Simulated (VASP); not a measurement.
Here is a VASP 6.6.1 calculation.

POSCAR

```
HgTe
1.0
   -3.0456030000      3.0456030000      1.5594100000
    3.0456030000     -3.0456030000      1.5594100000
    3.0456030000      3.0456030000     -1.5594100000
Hg Te
1 1
Direct
    0.2500000000      0.7500000000      0.5000000000
    0.0000000000      0.0000000000      0.0000000000
```

The input INCAR.step1:

```
SYSTEM = HgTe
PREC = Accurate ; ENCUT = 520
ISMEAR = -1 ; SIGMA = 0.1
LREAL = .FALSE. ; LASPH = .TRUE.
NELM = 80 ; NBANDS = 16
GGA = PE ; ALGO = Normal
EDIFF = 1E-4 ; LWAVE = .TRUE.
LCHARG = .FALSE.
```

Contents of INCAR.step2:

```
SYSTEM = HgTe
PREC = Accurate ; ENCUT = 520
EDIFF = 1E-6 ; ISMEAR = -1
SIGMA = 0.1 ; LREAL = .FALSE.
LASPH = .TRUE. ; NELM = 80
ALGO = Normal ; ISIF = 2
LWAVE = .FALSE. ; LCHARG = .FALSE.
METAGGA = R2SCAN ; LMIXTAU = .TRUE.
NBANDS = 16 ; ISTART = 1
```

The input KPOINTS:

```
Automatic mesh
0
G
  8 8 8
  0 0 0
```

Potentials or basis: VASP PAW PBE potentials, release 64 (Hg, Te).

Run with:

```console
$ cat potpaw_PBE.64/Hg/POTCAR potpaw_PBE.64/Te/POTCAR > POTCAR
$ cp INCAR.step1 INCAR
$ mpirun -np 1 vasp_std > vasp.out
$ cp INCAR.step2 INCAR
$ mpirun -np 1 vasp_std > vasp.out
```

Q: Predict the pressure.

A: -1.3 GPa.

Q: Predict the band gap on the k mesh.

A: Zero (bands 9 and 10 overlap by 3.08 eV).

Stress tensor (GPa, compression positive):
```
-1.61  0.00  0.00
 0.00 -1.61  0.00
 0.00  0.00 -0.70
```

Caveat: the PAW data sets were made with another functional, which shifts forces and pressure a little; spin-orbit coupling is left out, which moves the levels of the heavy elements.
